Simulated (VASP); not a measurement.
Write the native input for VASP 6.6.1 that does the following.

```
Task                   : single point
Functional             : LDA
Potentials or basis    : VASP PAW LDA potentials, release 64 (Mn_pv, O)
Cutoff                 : 520 eV
k mesh                 : 11 × 11 × 6
Occupations            : fermi-dirac, width 0.05 eV
Spin                   : collinear spin, ferromagnetic start
Starting moments       : [4.0, 0.0, 0.0] μB
Dipole correction      : no
Further INCAR settings : ALGO = Normal; EDIFF = 1e-06; NBANDS = 24
```

The structure of MnO2 lies in POSCAR:

```
MnO2
1.0
    2.8179710399      0.0000000000      0.0000000000
   -1.4089855200      2.4404345078      0.0000000000
    0.0000000000      0.0000000000      4.5391857050
Mn O
1 2
Direct
    0.0000000000      0.0000000000      0.5000000000
    0.3333333333      0.6666666667      0.7062925700
    0.6666666667      0.3333333333      0.2937074300
```

These files were run (other wordings do the same):

INCAR

```
  PREC = Accurate
  ENCUT = 520
  EDIFF = 1E-6
  ISMEAR = -1
  SIGMA = 0.05
  LREAL = False
  LASPH = True
  NELM = 150
  ALGO = Normal
  ISIF = 2
  LWAVE = False
  LCHARG = True
  ISPIN = 2
  MAGMOM = 4 0 0
  LORBIT = 11
  LMAXMIX = 4
  GGA = CA
  LELF = True
  LVHAR = True
  NBANDS = 24
```

KPOINTS

```
regular mesh
0
Gamma
  11 11 6
```

Potentials or basis: VASP PAW LDA potentials, release 64 (Mn_pv, O).

Run with:

```sh
$ cat potpaw_LDA.64/Mn_pv/POTCAR potpaw_LDA.64/O/POTCAR > POTCAR
$ mpirun -np 1 vasp_std > vasp.out
```

It gave:

The pressure is 0.4 GPa, the largest force is 0.158 eV/Å and the band gap on the k mesh is 0.15 eV (least direct gap 0.18 eV). The net moment is 2.99 μB per cell. The site moments are Mn +2.74; O +0.08 μB and the valence electrons inside the program's atomic spheres are Mn 11.89; O 4.99.

Caveat: an odd mesh through Γ misses points on the zone boundary, where band edges can lie; a cell with one magnetic atom can't hold antiferromagnetic order, which such compounds often take.

Wall time 58 s on 1 thread of Intel(R) Xeon(R) 6975P-C (Granite Rapids) (shared host), peak memory 0.21 GiB.
